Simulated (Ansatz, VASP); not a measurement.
# Two plane-wave programs on Cs2BrF

```
Cs Br F
1.0
     2.27771    1.31504    7.76727
    -2.27771    1.31504    7.76727
     0.00000   -2.63008    7.76727
Cs Br F
2 1 1
Cartesian
  0.0000 0.0000 6.2015
  0.0000 0.0000 17.1003
  0.0000 0.0000 11.6509
  0.0000 0.0000 0.0000
```

Alike in both runs: task single point; functional PBEsol; k mesh 6 × 6 × 6; occupations gaussian, width 0.01 eV; no spin polarisation.

```csv
,VASP,Ansatz
version,VASP 6.6.1,Ansatz 0.2.0
potentials or method,"VASP PAW PBE potentials, release 64 (Cs_sv, Br, F), cutoff 520 eV","scalar-relativistic, plane waves, PAW"
valence electrons in the cell,32,32
```

Ansatz gave:

| Item | Value |
| --- | --- |
| gap on the k mesh at the Fermi level (eV) | 4.39 |
| least direct gap on the mesh (eV) | 4.39 |

Task: Estimate VASP's values.

Result: gap on the k mesh at the Fermi level (eV): 4.37; least direct gap on the mesh (eV): 4.37.

VASP's potentials were made for PBE, not for PBEsol.

Spin-orbit coupling is off throughout.
